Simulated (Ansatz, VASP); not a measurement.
# Os: VASP beside Ansatz

```
Os
1.0
     2.10756    0.00000    0.00000
     0.00000    2.10756    0.00000
     0.00000    0.00000    6.29093
Os
1
Direct
  0.00000 0.00000 0.50000
```

Alike in both runs: task relaxation of cell and atoms; functional PBE; k mesh 8 × 8 × 4; occupations gaussian, width 0.1 eV; no spin polarisation.

```csv
,VASP,Ansatz
version,VASP 6.6.1,Ansatz 0.2.0
potentials or method,"VASP PAW PBE potentials, release 64 (Os_sv_GW), cutoff 560 eV","scalar-relativistic, plane waves, PAW"
valence electrons in the cell,16,16
```

VASP gave:

- gap on the k mesh at the Fermi level, each at its own relaxed structure (eV): none
- relaxed volume (Å³/atom): 16.89
- relaxed length of the cell vector where the two differ most in proportion (Å): 2.496

What did Ansatz give for the same quantities?

gap on the k mesh at the Fermi level, each at its own relaxed structure (eV): none; relaxed volume (Å³/atom): 16.92; relaxed length of the cell vector where the two differ most in proportion (Å): 2.497.

A gap of «none» marks a metal or a gap that the smearing closes.

The k mesh is coarse, so the values compare programs but aren't converged. Neither program's run includes spin-orbit coupling. Noted on VASP's run: the volume moved by over 15 % at a fixed basis, so the end points are rough.
